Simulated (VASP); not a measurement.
# RbBr (Pm-3m) in VASP: further runs

The runs below take RbBr through single point, with PBEsol.

All numbers are computed with VASP 6.6.1; they aren't measurements. Logs are shortened: lines on timing, memory, paths and dates and some standing lists are left out, and cuts for length are marked.

## Step 1: The cell of the first run

The structure is cubic, space group Pm-3m (No. 221). Conventional cell: a = 3.617 Å, b = 3.617 Å, c = 3.617 Å, α = 90.00°, β = 90.00°, γ = 90.00°. Within 4.1 Å of Rb (site symmetry m-3m) lie 8 Br at 3.13 Å and 6 Rb at 3.62 Å. Br (site symmetry m-3m) has 8 Rb at 3.13 Å and 6 Br at 3.62 Å within 4.1 Å.

## Step 2: Single point, PBEsol

The input, INCAR:

```
SYSTEM = RbBr
ALGO     = Normal         ! electronic algorithm
EDIFF    = 1E-6           ! SCF threshold, eV
ENCUT    = 520            ! plane-wave cutoff, eV
GGA      = PS             ! functional
ISIF     = 2              ! what is computed and relaxed
ISMEAR   = 0              ! smearing method
LASPH    = .TRUE.         ! aspherical terms in the spheres
LCHARG   = .FALSE.        ! write CHGCAR
LREAL    = .FALSE.        ! projectors in reciprocal space
LWAVE    = .FALSE.        ! write WAVECAR
NBANDS   = 15             ! bands
NELM     = 60             ! most SCF steps
PREC     = Accurate       ! precision mode
SIGMA    = 0.01           ! smearing width, eV
```

The input, KPOINTS:

```
k-points
0
G
  6 6 6
  0 0 0
```

The input, POSCAR:

```
RbBr
1.0
    3.6171364673      0.0000000000      0.0000000000
    0.0000000000      3.6171364673      0.0000000000
    0.0000000000      0.0000000000      3.6171364673
Rb Br
1 1
Direct
    0.0000000000      0.0000000000      0.0000000000
    0.5000000000      0.5000000000      0.5000000000
```

Potentials or basis: VASP PAW PBE potentials, release 64 (Rb_sv, Br).

The run is started by

```sh
$ cat potpaw_PBE.64/Rb_sv/POTCAR potpaw_PBE.64/Br/POTCAR > POTCAR
$ mpirun -np 1 vasp_std > vasp.out
```

OUTCAR:

```text
SYSTEM = RbBr
   EDIFF = 1E-6
   ENCUT = 520
   GGA = PS
   ISIF = 2
   ISMEAR = 0
   LASPH = .TRUE.
   LREAL = .FALSE.
   NELM = 60
   PREC = Accurate

 ion  position               nearest neighbor table
   1  0.000  0.000  0.000-   2 3.13   2 3.13   2 3.13   2 3.13   2 3.13   2 3.13   2 3.13   2 3.13

   2  0.500  0.500  0.500-   1 3.13   1 3.13   1 3.13   1 3.13   1 3.13   1 3.13   1 3.13   1 3.13

  LATTYP: Found a simple cubic cell.
 ALAT       =     3.6171364673

  Lattice vectors:

 A1 = (   3.6171364673,   0.0000000000,   0.0000000000)
 A2 = (   0.0000000000,   3.6171364673,   0.0000000000)
 A3 = (   0.0000000000,   0.0000000000,   3.6171364673)

Analysis of symmetry for initial positions (statically):
=====================================================================
 Subroutine PRICEL returns:
 Original cell was already a primitive cell.

 Routine SETGRP: Setting up the symmetry group for a
 simple cubic supercell.

 Subroutine GETGRP returns: Found 48 space group operations
 (whereof 48 operations were pure point group operations)
 out of a pool of 48 trial point group operations.

The static configuration has the point symmetry O_h .

Analysis of symmetry for dynamics (positions and initial velocities):
=====================================================================
 Subroutine PRICEL returns:
 Original cell was already a primitive cell.

 Routine SETGRP: Setting up the symmetry group for a
 simple cubic supercell.

 Subroutine GETGRP returns: Found 48 space group operations
 (whereof 48 operations were pure point group operations)
 out of a pool of 48 trial point group operations.

The dynamic configuration has the point symmetry O_h .

 Subroutine INISYM returns: Found 48 space group operations
 (whereof 48 operations are pure point group operations),
 and found     1 'primitive' translations

----------------------------------------------------------------------------------------

                                     Primitive cell

  volume of cell :      47.3254

  direct lattice vectors                    reciprocal lattice vectors
     3.617136467  0.000000000  0.000000000     0.276461784  0.000000000  0.000000000
     0.000000000  3.617136467  0.000000000     0.000000000  0.276461784  0.000000000
     0.000000000  0.000000000  3.617136467     0.000000000  0.000000000  0.276461784

  length of vectors
     3.617136467  3.617136467  3.617136467     0.276461784  0.276461784  0.276461784

  position of ions in fractional coordinates (direct lattice)
     0.000000000  0.000000000  0.000000000
     0.500000000  0.500000000  0.500000000

  ion indices of the primitive-cell ions
   primitive index   ion index
                 1           1
                 2           2

----------------------------------------------------------------------------------------

 KPOINTS: k-points

Automatic generation of k-mesh.
 Grid dimensions read from file:
 generate k-points for:    6    6    6

 Generating k-lattice:

  Cartesian coordinates                     Fractional coordinates (reciprocal lattice)
     0.046076964  0.000000000  0.000000000     0.166666667  0.000000000  0.000000000
     0.000000000  0.046076964  0.000000000     0.000000000  0.166666667  0.000000000
     0.000000000  0.000000000  0.046076964     0.000000000  0.000000000  0.166666667

  Length of vectors
     0.046076964  0.046076964  0.046076964

  Shift w.r.t. Gamma in fractional coordinates (k-lattice)
     0.000000000  0.000000000  0.000000000

 Subroutine IBZKPT returns following result:
 ===========================================

 Found     20 irreducible k-points:

 Following reciprocal coordinates:
            Coordinates               Weight
  0.000000  0.000000  0.000000      1.000000
  0.166667  0.000000  0.000000      6.000000
  0.333333  0.000000  0.000000      6.000000
  0.500000  0.000000  0.000000      3.000000
  0.166667  0.166667  0.000000     12.000000
  0.333333  0.166667  0.000000     24.000000
[... 12 lines left out ...]
  0.500000  0.500000  0.333333      6.000000
  0.500000  0.500000  0.500000      1.000000
   k-points           NKPTS =     20   k-points in BZ     NKDIM =     20   number of bands    NBANDS=     15
   number of dos      NEDOS =    301   number of ions     NIONS =      2
   total plane-waves  NPLWV =  21952
   dimension x,y,z NGX =    28 NGY =   28 NGZ =   28
   dimension x,y,z NGXF=    56 NGYF=   56 NGZF=   56
   ions per type =               1   1
   NGX,Y,Z   is equivalent  to a cutoff of  12.87, 12.87, 12.87 a.u.
   NGXF,Y,Z  is equivalent  to a cutoff of  25.74, 25.74, 25.74 a.u.
 SYSTEM =  RbBr
   PREC   = accura    normal or accurate (medium, high low for compatibility)
   ISTART =      0    job   : 0-new  1-cont  2-samecut
   ICHARG =      2    charge: 1-file 2-atom 10-const
   ISPIN  =      1    spin polarized calculation?
   LNONCOLLINEAR =      F non collinear calculations
   LSORBIT =      F    spin-orbit coupling
   LASPH  =      T    aspherical Exc in radial PAW
   ENCUT  =  520.0 eV  38.22 Ry    6.18 a.u.   6.73  6.73  6.73*2*pi/ulx,y,z
   NELM   =     60;   NELMIN=  2; NELMDL= -5     # of ELM steps
   EDIFF  = 0.1E-05   stopping-criterion for ELM
   LREAL  =      F    real-space projection
   EDIFFG = 0.1E-04   stopping-criterion for IOM
   NSW    =      0    number of steps for IOM
   IBRION =     -1    ionic relax: 0-MD 1-quasi-New 2-CG
   NFREE  =      0    steps in history (QN), initial steepest desc. (CG)
   ISIF   =      2    stress and relaxation
   ISYM   =      2    0-nonsym 1-usesym 2-fastsym
   POTIM  = 0.5000    time-step for ionic-motion
   TEBEG  =    0.0;   TEEND  =   0.0 temperature during run
   PSTRESS=    0.0 pullay stress
   NELECT =      16.0000    total number of electrons
   NUPDOWN=      -1.0000    fix difference up-down
   EMIN   =  10.00;   EMAX   =-10.00  energy-range for DOS
   EFERMI =   0.00;   METHOD = LEGACY
   ISMEAR =     0;   SIGMA  =   0.01  broadening in eV -4-tet -1-fermi 0-gaus
   EFERMI_NEDOS =   21; number of points for ismear=-14 and -15
   IALGO  =     38    algorithm
   IMIX   =      4    mixing-type and parameters
     AMIX     =   0.40;   BMIX     =  1.00
     AMIX_MAG =   1.60;   BMIX_MAG =  1.00
  volume/ion in A,a.u.               =      23.66       159.68
  Fermi-wavevector in a.u.,A,eV,Ry     =   1.140468  2.155173 17.696665  1.300668
  Thomas-Fermi vector in A             =   2.277170
   LORBIT       =      0    0 simple, 1 ext, 2 COOP (PROOUT), +10 PAW based schemes
   GGA     = PS    functional components
   LHFCALC =     F    Hartree Fock is set to
   AEXX    =    0.0000 exact exchange contribution
   IVDW    =     0    specifies the selected vdW correction
   LEPSILON=     F    determine dielectric tensor
   LRPA    =     F    only Hartree local field effects (RPA)
 non-spin polarized calculation
 Gauss-broadening in eV      SIGMA  =   0.01
  energy-cutoff  :      520.00
  volume of cell :       47.33
 maximum number of plane-waves:      1328
 NGX is ok and might be reduce to    28
   NGX = 13   NGY = 13   NGZ = 13

 number of electron      16.0000001 magnetization

 Free energy of the ion-electron system (eV)
  ---------------------------------------------------
  ext. energy  EPLUGINS =         0.00000000
  ---------------------------------------------------
  free energy    TOTEN  =        -5.62099912 eV

  energy without entropy =       -5.62099912  energy(sigma->0) =       -5.62099912

 E-fermi :   1.7636     XC(G=0):  -9.9536

 val. band max:        1.7099604687   @ k =   0.5000   0.5000   0.0000
 cond. band min:       6.2546624934   @ k =   0.0000   0.0000   0.0000
 fundamental gap:      4.5447020247
 Fermi energy:         1.7635710685

 k-point     1 :       0.0000    0.0000    0.0000
  band No.  band energies     occupation
      1     -23.1341      2.00000
      2     -11.8260      2.00000
      3      -6.9968      2.00000
      4      -6.9968      2.00000
      5      -6.9968      2.00000
      6       1.6453      2.00000
      7       1.6453      2.00000
      8       1.6453      2.00000
      9       6.2547      0.00000
     10       6.2547      0.00000
     11       7.5328      0.00000
     12      12.5341      0.00000
     13      12.5341      0.00000
     14      12.5341      0.00000
     15      15.8506      0.00000

 k-point     2 :       0.1667    0.0000    0.0000
  band No.  band energies     occupation
      1     -23.1049      2.00000
      2     -11.8803      2.00000
      3      -7.0423      2.00000
      4      -6.9457      2.00000
      5      -6.9457      2.00000
      6       0.6716      2.00000
      7       1.5292      2.00000
      8       1.5292      2.00000
      9       6.5428      0.00000
     10       7.2952      0.00000
     11       8.5922      0.00000
     12      12.4005      0.00000
     13      12.4005      0.00000
     14      12.7702      0.00000
     15      13.9020      0.00000

 k-point     3 :       0.3333    0.0000    0.0000
  band No.  band energies     occupation
      1     -23.0453      2.00000
      2     -12.0069      2.00000
      3      -7.0537      2.00000
      4      -6.8396      2.00000
      5      -6.8396      2.00000
      6      -0.7435      2.00000
      7       1.2875      2.00000
      8       1.2875      2.00000
      9       7.3658      0.00000
     10       9.4693      0.00000
     11      10.5462      0.00000
     12      11.4415      0.00000
     13      12.5287      0.00000
     14      12.5287      0.00000
     15      13.3872      0.00000
[... 271 lines left out ...]
 k-point    19 :       0.5000    0.5000    0.3333
  band No.  band energies     occupation
      1     -22.8539      2.00000
      2     -11.1304      2.00000
      3      -7.7328      2.00000
      4      -7.7328      2.00000
      5      -7.4008      2.00000
      6      -0.6968      2.00000
      7      -0.6968      2.00000
      8      -0.4859      2.00000
      9       9.8520      0.00000
     10      10.7502      0.00000
     11      10.7502      0.00000
     12      12.0008      0.00000
     13      14.1925      0.00000
     14      14.1925      0.00000
     15      16.1463      0.00000

 k-point    20 :       0.5000    0.5000    0.5000
  band No.  band energies     occupation
      1     -22.8320      2.00000
      2     -11.0369      2.00000
      3      -7.6202      2.00000
      4      -7.6202      2.00000
      5      -7.6202      2.00000
      6      -1.0158      2.00000
      7      -1.0158      2.00000
      8      -1.0158      2.00000
      9      11.4435      0.00000
     10      11.4435      0.00000
     11      11.4435      0.00000
     12      13.2765      0.00000
     13      13.2765      0.00000
     14      13.2765      0.00000
     15      16.2334      0.00000

------------------------ aborting loop because EDIFF is reached ----------------------------------------

  FORCE on cell =-STRESS in cart. coord.  units (eV):
  Direction    XX          YY          ZZ          XY          YZ          ZX
  --------------------------------------------------------------------------------------
  -------------------------------------------------------------------------------------
  Total        4.5122496      4.5122496      4.5122496      0.0000000      0.0000000      0.0000000
  in kB      152.7597758    152.7597758    152.7597758      0.0000000      0.0000000      0.0000000
  external PRESSURE =     152.7597758 kB  Pullay stress =       0.0000000 kB

 VOLUME and BASIS-vectors are now :
 -----------------------------------------------------------------------------
  energy-cutoff  :      520.00
  volume of cell :       47.33
      direct lattice vectors                 reciprocal lattice vectors
     3.617136467  0.000000000  0.000000000     0.276461784  0.000000000  0.000000000
     0.000000000  3.617136467  0.000000000     0.000000000  0.276461784  0.000000000
     0.000000000  0.000000000  3.617136467     0.000000000  0.000000000  0.276461784

 POSITION                                       TOTAL-FORCE (eV/Angst)
 -----------------------------------------------------------------------------------
      0.00000      0.00000      0.00000         0.000000      0.000000      0.000000
      1.80857      1.80857      1.80857         0.000000      0.000000      0.000000
 -----------------------------------------------------------------------------------
    total drift:                                0.000000      0.000000      0.000000

  FREE ENERGIE OF THE ION-ELECTRON SYSTEM (eV)
  ---------------------------------------------------
  free  energy   TOTEN  =        -5.6209991195 eV

  energy  without entropy=       -5.6209991195  energy(sigma->0) =       -5.62099912
```

Run time: 7.1 s. Hardware: 1 thread of Intel Xeon 6975P-C (Granite Rapids), shared host; peak memory 0.15 GiB.

What came out:

| Quantity | Value |
| --- | --- |
| Free energy | -5.6210 eV |
| Pressure | 15.3 GPa |
| Band gap on the k mesh | 4.54 eV (least direct gap 4.61 eV) |

Caveat: the cell stands under pressure; the PAW data sets were made with another functional, which shifts forces and pressure a little. A k mesh can miss the band edges.

## Step 3: Single point, PBEsol

This run uses another cell than the first one, of 25.43 Å³/atom.

The input, INCAR:

```
PREC = Accurate
ENCUT = 520
EDIFF = 1E-7
ISMEAR = 0
SIGMA = 0.01
LREAL = False
LASPH = True
NELM = 60
ALGO = Normal
ISIF = 2
LWAVE = False
LCHARG = False
GGA = PS
NBANDS = 15
```

The input, KPOINTS:

```
regular mesh
0
Gamma
  6 6 6
```

The input, POSCAR:

```
RbBr
1.0
    3.7049346666      0.0000000000      0.0000000000
    0.0000000000      3.7049346666      0.0000000000
    0.0000000000      0.0000000000      3.7049346666
Rb Br
1 1
Direct
    0.0000000000      0.0000000000      0.0000000000
    0.5000000000      0.5000000000      0.5000000000
```

Potentials or basis: VASP PAW PBE potentials, release 64 (Rb_sv, Br).

The run is started by

```sh
$ cat potpaw_PBE.64/Rb_sv/POTCAR potpaw_PBE.64/Br/POTCAR > POTCAR
$ mpirun -np 1 vasp_std > vasp.out
```

OUTCAR:

```text
PREC = Accurate
   ENCUT = 520
   EDIFF = 1E-7
   ISMEAR = 0
   LREAL = False
   LASPH = True
   NELM = 60
   ISIF = 2
   GGA = PS

 ion  position               nearest neighbor table
   1  0.000  0.000  0.000-   2 3.21   2 3.21   2 3.21   2 3.21   2 3.21   2 3.21   2 3.21   2 3.21

   2  0.500  0.500  0.500-   1 3.21   1 3.21   1 3.21   1 3.21   1 3.21   1 3.21   1 3.21   1 3.21

  LATTYP: Found a simple cubic cell.
 ALAT       =     3.7049346666

  Lattice vectors:

[... 541 lines left out ...]
------------------------ aborting loop because EDIFF is reached ----------------------------------------

  FORCE on cell =-STRESS in cart. coord.  units (eV):
  Direction    XX          YY          ZZ          XY          YZ          ZX
  --------------------------------------------------------------------------------------
  -------------------------------------------------------------------------------------
  Total        3.2320579      3.2320579      3.2320579      0.0000000      0.0000000     -0.0000000
  in kB      101.8235089    101.8235089    101.8235089      0.0000000      0.0000000     -0.0000000
  external PRESSURE =     101.8235089 kB  Pullay stress =       0.0000000 kB

 VOLUME and BASIS-vectors are now :
 -----------------------------------------------------------------------------
  energy-cutoff  :      520.00
  volume of cell :       50.86
      direct lattice vectors                 reciprocal lattice vectors
     3.704934667  0.000000000  0.000000000     0.269910293  0.000000000  0.000000000
     0.000000000  3.704934667  0.000000000     0.000000000  0.269910293  0.000000000
     0.000000000  0.000000000  3.704934667     0.000000000  0.000000000  0.269910293

 POSITION                                       TOTAL-FORCE (eV/Angst)
 -----------------------------------------------------------------------------------
      0.00000      0.00000      0.00000         0.000000      0.000000      0.000000
      1.85247      1.85247      1.85247         0.000000      0.000000      0.000000
 -----------------------------------------------------------------------------------
    total drift:                               -0.000000      0.000000      0.000000

  FREE ENERGIE OF THE ION-ELECTRON SYSTEM (eV)
  ---------------------------------------------------
  free  energy   TOTEN  =        -5.8982879034 eV

  energy  without entropy=       -5.8982879034  energy(sigma->0) =       -5.89828790
```

OSZICAR:

```text
N       E                     dE             d eps       ncg     rms          rms(c)
DAV:   1     0.729720488981E+02    0.72972E+02   -0.73600E+03   600   0.979E+02
DAV:   2    -0.229905328543E+01   -0.75271E+02   -0.68682E+02   820   0.178E+02
DAV:   3    -0.601231007718E+01   -0.37133E+01   -0.37008E+01   834   0.382E+01
DAV:   4    -0.609295961649E+01   -0.80650E-01   -0.80644E-01   809   0.522E+00
DAV:   5    -0.609410390122E+01   -0.11443E-02   -0.11443E-02   859   0.461E-01    0.548E+00
DAV:   6    -0.592555181556E+01    0.16855E+00   -0.13613E-01   698   0.251E+00    0.378E+00
DAV:   7    -0.589825643881E+01    0.27295E-01   -0.10183E-01   747   0.215E+00    0.129E+00
DAV:   8    -0.589828934595E+01   -0.32907E-04   -0.14039E-02   680   0.746E-01    0.112E-01
DAV:   9    -0.589826494116E+01    0.24405E-04   -0.28201E-04   769   0.121E-01    0.639E-02
DAV:  10    -0.589828698422E+01   -0.22043E-04   -0.13996E-04   755   0.765E-02    0.223E-02
DAV:  11    -0.589828724128E+01   -0.25705E-06   -0.81053E-06   762   0.216E-02    0.859E-03
DAV:  12    -0.589828798643E+01   -0.74515E-06   -0.20055E-06   684   0.102E-02    0.352E-03
DAV:  13    -0.589828790341E+01    0.83021E-07   -0.17587E-07   762   0.291E-03
   1 F= -.58982879E+01 E0= -.58982879E+01  d E =-.537769E-93
```

It took 7 s on 1 thread of Intel Xeon 6975P-C (Granite Rapids), shared host; peak memory 0.16 GiB.

What came out:

* Free energy: -5.8983 eV
* Pressure: 10.2 GPa
* Band gap on the k mesh: 4.78 eV (least direct gap 4.88 eV)

Caveat: the cell stands under pressure; the PAW data sets were made with another functional, which shifts forces and pressure a little. A k mesh can miss the band edges.

## Step 4: Single point, PBEsol

This run uses another cell than the first one, of 26.87 Å³/atom.

The input, INCAR:

```
ALGO = Normal
EDIFF = 1E-6
ENCUT = 520
GGA = PS
ISIF = 2
ISMEAR = 0
LASPH = True
LCHARG = False
LREAL = False
LWAVE = False
NBANDS = 15
NELM = 100
PREC = Accurate
SIGMA = 0.01
```

The input, KPOINTS:

```
k-points
0
Gamma
  6 6 6
```

The input, POSCAR:

```
RbBr
1.0
    3.7737698463      0.0000000000      0.0000000000
    0.0000000000      3.7737698463      0.0000000000
    0.0000000000      0.0000000000      3.7737698463
Rb Br
1 1
Direct
    0.0000000000      0.0000000000      0.0000000000
    0.5000000000      0.5000000000      0.5000000000
```

The run is started by

```sh
$ cat potpaw_PBE.64/Rb_sv/POTCAR potpaw_PBE.64/Br/POTCAR > POTCAR
$ mpirun -np 1 vasp_std > vasp.out
```

Wall time 5.9 s (1 thread of Intel Xeon 6975P-C (Granite Rapids), shared host); peak memory 0.16 GiB.

It converged, with:

* Free energy: -6.0533 eV
* Pressure: 7.1 GPa
* Band gap on the k mesh: 4.93 eV (least direct gap 5.06 eV)

Levels at points of the mesh, in eV from the valence-band top:
| k point | band 5 | band 6 | band 7 | band 8 | band 9 | band 10 | band 11 | band 12 |
| --- | --- | --- | --- | --- | --- | --- | --- | --- |
| (0.00, 0.00, 0.00) | -8.73 | -0.13 | -0.13 | -0.13 | 4.93 | 4.93 | 5.03 | 10.56 |
| (0.50, 0.00, 0.00) | -8.59 | -2.59 | -0.42 | -0.42 | 6.66 | 8.36 | 8.48 | 9.08 |
| (0.50, 0.50, 0.00) | -8.51 | -1.34 | -1.34 | 0.00 | 5.15 | 6.27 | 7.95 | 7.95 |
| (0.50, 0.50, 0.50) | -9.19 | -2.20 | -2.20 | -2.20 | 9.12 | 9.12 | 9.12 | 10.74 |

Caveat: the cell stands under pressure; the PAW data sets were made with another functional, which shifts forces and pressure a little.

(Continued in part 2 of 2.)
